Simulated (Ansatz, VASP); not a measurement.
# PbO in VASP and in Ansatz

```xyz
4
Lattice="3.9900 0.0000 0.0000 0.0000 3.9900 0.0000 0.0000 0.0000 5.0100" Properties=species:S:1:pos:R:3 pbc="T T T"
Pb    0.0000    1.9950    1.2024
Pb    1.9950    0.0000    3.8076
O     0.0000    0.0000    0.0000
O     1.9950    1.9950    0.0000
```

Alike in both runs: task single point; functional PBE; k mesh 4 × 4 × 4; occupations gaussian, width 0.1 eV; no spin polarisation.

|  | VASP | Ansatz |
| --- | --- | --- |
| version | VASP 6.6.1 | Ansatz 0.2.0 |
| potentials or method | VASP PAW PBE potentials, release 64 (Pb_d, O), cutoff 520 eV | scalar-relativistic, plane waves, PAW |
| valence electrons in the cell | 40 | 40 |

|  | VASP | Ansatz | Ansatz less VASP |
| --- | --- | --- | --- |
| gap on the k mesh at the Fermi level (eV) | 1.16 | 1.15 | -0.008 |
| least direct gap on the mesh (eV) | 2.11 | 2.11 | -0.001 |
| pressure (GPa) | 3.1 | 3.0 | -0.08 |
| traceless stress, the component that is largest in VASP (GPa) | -0.78 | -0.77 | +0.010 |
| rms of the force components (eV/Å) | 0.011 | 0.006 | -0.0048 |

Atom by atom the forces differ by 0.016 eV/Å (rms over components). The functional is the same, so the differences come from potentials, cutoffs and numerics.

Neither program's run includes spin-orbit coupling.
